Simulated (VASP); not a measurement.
# Si4Ru (Cmmm) in VASP: a series of runs

Si4Ru is run at these levels: PBE; tasks: relaxation of cell and atoms, single point.

Everything below comes from runs of VASP 6.6.1. Logs are shortened: lines on timing, memory, paths and dates and some standing lists are left out, and cuts for length are marked.

**1. The cell of the first run**

Symmetry: Cmmm, No. 65, orthorhombic system. The conventional cell has a = 6.721 Å, b = 7.150 Å, c = 2.990 Å, α = 90.00°, β = 90.00°, γ = 90.00°. Si (site symmetry 2mm) has 1 Ru at 1.88 Å within 2.5 Å. Si (site symmetry m2m) has 2 Ru at 1.98 Å and 1 Si at 2.60 Å within 2.6 Å. Ru (site symmetry mmm) has 6 Si at 1.88 to 1.98 Å within 2.5 Å.

**2. Relaxation of cell and atoms, PBE**

Contents of INCAR:

```
SYSTEM = Si4Ru
PREC = Accurate
ENCUT = 600
EDIFF = 1E-7
ISMEAR = 0
SIGMA = 0.1
LREAL = .False.
LASPH = .True.
NELM = 80
ALGO = Normal
ISIF = 3
LWAVE = .False.
LCHARG = .False.
GGA = PE
IBRION = 2
NSW = 90
EDIFFG = -0.04
```

Contents of KPOINTS:

```
Automatic mesh
0
Gamma
  4 4 6
  0 0 0
```

Contents of POSCAR:

```
Si4Ru
1.0
    3.3606275800     -3.5749768500      0.0000000000
    3.3606275800      3.5749768500      0.0000000000
    0.0000000000      0.0000000000      2.9901530500
Si Ru
4 1
Direct
    0.2796676500      0.2796676500      0.0000000000
    0.1815461400      0.8184538600      0.5000000000
    0.8184538600      0.1815461400      0.5000000000
    0.7203323500      0.7203323500      0.0000000000
    0.0000000000      0.0000000000      0.0000000000
```

Potentials or basis: VASP PAW PBE potentials, release 64 (Si, Ru_pv).

Command:

```
cat potpaw_PBE.64/Si/POTCAR potpaw_PBE.64/Ru_pv/POTCAR > POTCAR
mpirun -np 1 vasp_std > vasp.out
```

OUTCAR:

```text
SYSTEM = Si4Ru
   PREC = Accurate
   ENCUT = 600
   EDIFF = 1E-7
   ISMEAR = 0
   LREAL = .False.
   LASPH = .True.
   NELM = 80
   ISIF = 3
   GGA = PE
   IBRION = 2
   NSW = 90
   EDIFFG = -0.04

 ion  position               nearest neighbor table
   1  0.280  0.280  0.000-   5 1.88   3 2.73   2 2.73   2 2.73   3 2.73   4 2.96   2 3.10   2 3.10
                             3 3.10   3 3.10
   2  0.182  0.818  0.500-   5 1.98   5 1.98   3 2.60   1 2.73   1 2.73   4 2.73   4 2.73   4 3.10
                             4 3.10   1 3.10   1 3.10
   3  0.818  0.182  0.500-   5 1.98   5 1.98   2 2.60   1 2.73   1 2.73   4 2.73   4 2.73   4 3.10
                             4 3.10   1 3.10   1 3.10
   4  0.720  0.720  0.000-   5 1.88   3 2.73   2 2.73   2 2.73   3 2.73   1 2.96   3 3.10   3 3.10
                             2 3.10   2 3.10
   5  0.000  0.000  0.000-   1 1.88   4 1.88   3 1.98   2 1.98   2 1.98   3 1.98

  LATTYP: Found a base centered orthorhombic cell.
 ALAT       =     6.7212551600
 B/A-ratio  =     1.0637825123
 C/A-ratio  =     0.4448801569

  Lattice vectors:

 A1 = (   3.3606275800,  -3.5749768500,   0.0000000000)
 A2 = (   3.3606275800,   3.5749768500,   0.0000000000)
 A3 = (   0.0000000000,   0.0000000000,   2.9901530500)

Analysis of symmetry for initial positions (statically):
=====================================================================
 Subroutine PRICEL returns:
 Original cell was already a primitive cell.

 Routine SETGRP: Setting up the symmetry group for a
 base centered orthorhombic supercell.

 Subroutine GETGRP returns: Found  8 space group operations
 (whereof  8 operations were pure point group operations)
 out of a pool of  8 trial point group operations.

The static configuration has the point symmetry D_2h.

Analysis of symmetry for dynamics (positions and initial velocities):
=====================================================================
 Subroutine PRICEL returns:
 Original cell was already a primitive cell.

 Routine SETGRP: Setting up the symmetry group for a
 base centered orthorhombic supercell.

 Subroutine GETGRP returns: Found  8 space group operations
 (whereof  8 operations were pure point group operations)
 out of a pool of  8 trial point group operations.

The dynamic configuration has the point symmetry D_2h.

 Subroutine INISYM returns: Found  8 space group operations
 (whereof  8 operations are pure point group operations),
 and found     1 'primitive' translations

----------------------------------------------------------------------------------------

                                     Primitive cell

  volume of cell :      71.8484

  direct lattice vectors                    reciprocal lattice vectors
     3.360627580 -3.574976850  0.000000000     0.148781734 -0.139861046  0.000000000
     3.360627580  3.574976850  0.000000000     0.148781734  0.139861046  0.000000000
     0.000000000  0.000000000  2.990153050     0.000000000  0.000000000  0.334431042

  length of vectors
     4.906554515  4.906554515  2.990153050     0.204198718  0.204198718  0.334431042

  position of ions in fractional coordinates (direct lattice)
     0.279667650  0.279667650  0.000000000
     0.181546140  0.818453860  0.500000000
     0.818453860  0.181546140  0.500000000
     0.720332350  0.720332350  0.000000000
     0.000000000  0.000000000  0.000000000

  ion indices of the primitive-cell ions
   primitive index   ion index
                 1           1
                 2           2
                 3           3
                 4           4
                 5           5

----------------------------------------------------------------------------------------

 KPOINTS: Automatic mesh

Automatic generation of k-mesh.
 Grid dimensions read from file:
 generate k-points for:    4    4    6

 Generating k-lattice:

  Cartesian coordinates                     Fractional coordinates (reciprocal lattice)
     0.037195434 -0.034965261  0.000000000     0.250000000  0.000000000  0.000000000
     0.037195434  0.034965261  0.000000000     0.000000000  0.250000000  0.000000000
     0.000000000  0.000000000  0.055738507     0.000000000  0.000000000  0.166666667

  Length of vectors
     0.051049680  0.051049680  0.055738507

  Shift w.r.t. Gamma in fractional coordinates (k-lattice)
     0.000000000  0.000000000  0.000000000

 Subroutine IBZKPT returns following result:
 ===========================================

 Found     28 irreducible k-points:

 Following reciprocal coordinates:
            Coordinates               Weight
  0.000000  0.000000  0.000000      1.000000
  0.250000 -0.000000  0.000000      4.000000
  0.500000 -0.000000  0.000000      2.000000
  0.250000  0.250000  0.000000      2.000000
  0.500000  0.250000  0.000000      4.000000
 -0.250000  0.250000  0.000000      2.000000
[... 16 lines left out ...]
  0.250000 -0.000000  0.500000      4.000000
  0.500000 -0.000000  0.500000      2.000000
 [... further k-points ...]
   k-points           NKPTS =     28   k-points in BZ     NKDIM =     28   number of bands    NBANDS=     19
   number of dos      NEDOS =    301   number of ions     NIONS =      5
   total plane-waves  NPLWV =  38400
   dimension x,y,z NGX =    40 NGY =   40 NGZ =   24
   dimension x,y,z NGXF=    80 NGYF=   80 NGZF=   48
   ions per type =               4   1
   NGX,Y,Z   is equivalent  to a cutoff of  13.55, 13.55, 13.34 a.u.
   NGXF,Y,Z  is equivalent  to a cutoff of  27.11, 27.11, 26.69 a.u.
 SYSTEM =  Si4Ru
   PREC   = accura    normal or accurate (medium, high low for compatibility)
   ISTART =      0    job   : 0-new  1-cont  2-samecut
   ICHARG =      2    charge: 1-file 2-atom 10-const
   ISPIN  =      1    spin polarized calculation?
   LNONCOLLINEAR =      F non collinear calculations
   LSORBIT =      F    spin-orbit coupling
   LASPH  =      T    aspherical Exc in radial PAW
   ENCUT  =  600.0 eV  44.10 Ry    6.64 a.u.   9.80  9.80  5.97*2*pi/ulx,y,z
   NELM   =     80;   NELMIN=  2; NELMDL= -5     # of ELM steps
   EDIFF  = 0.1E-06   stopping-criterion for ELM
   LREAL  =      F    real-space projection
   EDIFFG = -.4E-01   stopping-criterion for IOM
   NSW    =     90    number of steps for IOM
   IBRION =      2    ionic relax: 0-MD 1-quasi-New 2-CG
   NFREE  =      1    steps in history (QN), initial steepest desc. (CG)
   ISIF   =      3    stress and relaxation
   ISYM   =      2    0-nonsym 1-usesym 2-fastsym
   POTIM  = 0.5000    time-step for ionic-motion
   TEBEG  =    0.0;   TEEND  =   0.0 temperature during run
   PSTRESS=    0.0 pullay stress
   NELECT =      30.0000    total number of electrons
   NUPDOWN=      -1.0000    fix difference up-down
   EMIN   =  10.00;   EMAX   =-10.00  energy-range for DOS
   EFERMI =   0.00;   METHOD = LEGACY
   ISMEAR =     0;   SIGMA  =   0.10  broadening in eV -4-tet -1-fermi 0-gaus
   EFERMI_NEDOS =   21; number of points for ismear=-14 and -15
   IALGO  =     38    algorithm
   IMIX   =      4    mixing-type and parameters
     AMIX     =   0.40;   BMIX     =  1.00
     AMIX_MAG =   1.60;   BMIX_MAG =  1.00
  volume/ion in A,a.u.               =      14.37        96.97
  Fermi-wavevector in a.u.,A,eV,Ry     =   1.223610  2.312287 20.370924  1.497221
  Thomas-Fermi vector in A             =   2.358714
   LORBIT       =      0    0 simple, 1 ext, 2 COOP (PROOUT), +10 PAW based schemes
   GGA     = PE    functional components
   LHFCALC =     F    Hartree Fock is set to
   AEXX    =    0.0000 exact exchange contribution
   IVDW    =     0    specifies the selected vdW correction
   LEPSILON=     F    determine dielectric tensor
   LRPA    =     F    only Hartree local field effects (RPA)
 conjugate gradient relaxation of ions
 non-spin polarized calculation
 Gauss-broadening in eV      SIGMA  =   0.10
  energy-cutoff  :      600.00
  volume of cell :       71.85
 maximum number of plane-waves:      2414
   NGX = 19   NGY = 19   NGZ = 11

--------------------------------------- Ionic step        1  -------------------------------------------

 number of electron      30.0000000 magnetization

 Free energy of the ion-electron system (eV)
  ---------------------------------------------------
  ext. energy  EPLUGINS =         0.00000000
  ---------------------------------------------------
  free energy    TOTEN  =       -17.29469034 eV

  energy without entropy =      -17.28176490  energy(sigma->0) =      -17.28822762

 E-fermi :  10.2344     XC(G=0): -11.3754

 val. band max:       10.2050115878   @ k =  -0.2500   0.2500   0.1667
 cond. band min:      10.2483353921   @ k =   0.0000   0.0000   0.1667
 fundamental gap:      0.0433238043
 Fermi energy:        10.2344349399

 k-point     1 :       0.0000    0.0000    0.0000
  band No.  band energies     occupation
      1     -34.3631      2.00000
      2     -34.0414      2.00000
      3     -33.8166      2.00000
      4      -3.2845      2.00000
      5       0.2986      2.00000
      6       2.0865      2.00000
[... 1691 lines left out ...]
      5      -1.6562      2.00000
      6      -0.9208      2.00000
[... 11 lines left out ...]
     18       6.6804      0.00000
     19       6.7819      0.00000

 [... further k-points ...]

[... ionic steps 4 to 17 ...]

--------------------------------------- Ionic step       18  -------------------------------------------

 number of electron      30.0000002 magnetization

------------------------ aborting loop because EDIFF is reached ----------------------------------------

  FORCE on cell =-STRESS in cart. coord.  units (eV):
  Direction    XX          YY          ZZ          XY          YZ          ZX
  --------------------------------------------------------------------------------------
  -------------------------------------------------------------------------------------
  Total        0.2218253      0.0688579      0.1153597      0.0000000      0.0000000      0.0000000
  in kB        4.5379947      1.4086609      2.3599729      0.0000000      0.0000000      0.0000000
  external PRESSURE =       2.7688762 kB  Pullay stress =       0.0000000 kB
[... 63 lines left out ...]
  energy  without entropy=      -30.1753454953  energy(sigma->0) =      -30.18168152

--------------------------------------- Ionic step       20  -------------------------------------------

 number of electron      30.0000002 magnetization

 Free energy of the ion-electron system (eV)
  ---------------------------------------------------
  ext. energy  EPLUGINS =         0.00000000
  ---------------------------------------------------
  free energy    TOTEN  =       -30.18835978 eV

  energy without entropy =      -30.17574871  energy(sigma->0) =      -30.18205425

 E-fermi :   8.7296     XC(G=0): -11.1755

 val. band max:        8.7039896747   @ k =   0.0000   0.0000   0.1667
 cond. band min:       8.7404568049   @ k =   0.2500  -0.0000   0.0000
 fundamental gap:      0.0364671301
 Fermi energy:         8.7296114659

 k-point     1 :       0.0000    0.0000    0.0000
  band No.  band energies     occupation
      1     -33.5306      2.00000
      2     -33.4339      2.00000
      3     -33.3144      2.00000
      4      -4.1124      2.00000
      5       0.5533      2.00000
      6       1.6286      2.00000
[... 551 lines left out ...]
  FREE ENERGIE OF THE ION-ELECTRON SYSTEM (eV)
  ---------------------------------------------------
  free  energy   TOTEN  =       -30.1883597833 eV

  energy  without entropy=      -30.1757487089  energy(sigma->0) =      -30.18205425

 reached required accuracy - stopping structural energy minimisation
```

Run time: 5.5 min. Hardware: 1 thread of Intel Xeon 6975P-C (Granite Rapids), shared host; peak memory 0.22 GiB.

What came out:

- Free energy: -30.1884 eV
- Relaxed volume: 15.69 Å³/atom
- Relaxed cell: a = 5.136 Å, b = 5.136 Å, c = 2.975 Å, α = 90.00°, β = 90.00°, γ = 89.36°
- Space group after relaxing (to 0.05 Å): Cmmm (No. 65)
- Energy gained by relaxing: 2578.7 meV/atom
- Ionic steps: 20
- Pressure after relaxing: -0.1 GPa
- Largest force after relaxing: 0.004 eV/Å
- Band gap on the k mesh: zero (band 15 reaches 10.53 eV, above the bottom of band 16 at 7.70 eV)

Forces in eV/Å, atoms in the order of the input:
```
Si  -0.004  0.000  0.000
Si   0.000 -0.001  0.000
Si   0.000  0.001  0.000
Si   0.004  0.000  0.000
Ru   0.000  0.000  0.000
```

Step by step:
```tsv
step	energy change (eV)	largest force (eV/Å)	pressure (GPa)	volume (Å³)
1	0.0000	15.1732	91.55	71.85
2	-1.1479	1.4224	-9.73	194.62
3	-2.9524	0.6461	-12.97	171.94
4	-4.8912	0.7410	-15.96	152.21
5	-10.4909	0.4777	-16.58	107.13
6	-11.1275	3.4455	1.62	88.34
7	-11.3105	2.1299	-8.13	94.99
8	-11.3224	2.3994	-6.31	93.46
9	-11.3204	2.4854	-5.72	92.99
10	-12.0774	2.1165	-3.78	86.24
11	-12.4113	1.0478	1.97	79.68
12	-12.7498	1.1085	2.96	77.28
13	-12.7591	1.2779	3.52	76.79
14	-12.8781	0.1865	-1.37	79.48
15	-12.8786	0.2016	-1.12	79.31
16	-12.8868	0.2154	0.09	78.53
17	-12.8876	0.2393	0.62	78.21
18	-12.8925	0.1023	0.28	78.32
19	-12.8933	0.0337	0.07	78.38
20	-12.8937	0.0040	-0.09	78.47
```

Final structure:
```
Si Ru
1.0
     3.65180   -3.61110    0.00000
     3.65180    3.61110    0.00000
     0.00000    0.00000    2.97529
Si Ru
4 1
Direct
  0.32684 0.32684 0.00000
  0.26534 0.73466 0.50000
  0.73466 0.26534 0.50000
  0.67316 0.67316 0.00000
  0.00000 0.00000 0.00000
```

(Part 1 of 2 ends here.)
